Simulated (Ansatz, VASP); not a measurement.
**Two plane-wave programs on SiC**

Contents of INCAR:

```
PREC = Accurate ; ENCUT = 520
EDIFF = 1E-6 ; ISMEAR = 0
SIGMA = 0.05 ; LREAL = False
LASPH = True ; NELM = 80
ALGO = Normal ; ISIF = 2
LWAVE = False ; LCHARG = False
GGA = PS ; NBANDS = 11
```

KPOINTS

```
regular mesh
0
Gamma
  18 18 18
```

The input POSCAR:

```
SiC
1.0
    0.0000000000      2.0170721952      2.0170721952
    2.0170721952      0.0000000000      2.0170721952
    2.0170721952      2.0170721952      0.0000000000
C Si
1 1
Direct
    0.0000000000      0.0000000000      0.0000000000
    0.5000000000      0.5000000000      0.5000000000
```

Input for Ansatz:

```yaml
crystal:
  lattice:
    - [0.0, 2.0170721952, 2.0170721952]
    - [2.0170721952, 0.0, 2.0170721952]
    - [2.0170721952, 2.0170721952, 0.0]
  atoms:
    - { symbol: C, position: [0.0, 0.0, 0.0] }
    - { symbol: Si, position: [0.5, 0.5, 0.5] }
basis:
  ecutwfc: 420
  ecutrho_ratio: 4
kpoints:
  mp_grid: { grid: [18, 18, 18] }
hamiltonian:
  xc: pbesol
scf:
  occupations: { method: gaussian, width: 0.05 }
output:
  forces: true
  stress: true
  eigenvalues: true
```

Alike in both runs: task single point; functional PBEsol; k mesh 18 × 18 × 18; occupations gaussian, width 0.05 eV; no spin polarisation.

|  | VASP | Ansatz |
| --- | --- | --- |
| version | VASP 6.6.1 | Ansatz 0.2.0 |
| potentials or method | VASP PAW PBE potentials, release 64 (C, Si), cutoff 520 eV | scalar-relativistic, plane waves, PAW |
| valence electrons in the cell | 8 | 8 |

|  | VASP | Ansatz | Ansatz less VASP |
| --- | --- | --- | --- |
| gap on the k mesh at the Fermi level (eV) | none | none | - |
| pressure (GPa) | 0.6 | 0.0 | -0.59 |

VASP's potentials were made for PBE, not for PBEsol. A gap of «none» marks a metal or a gap that the smearing closes.
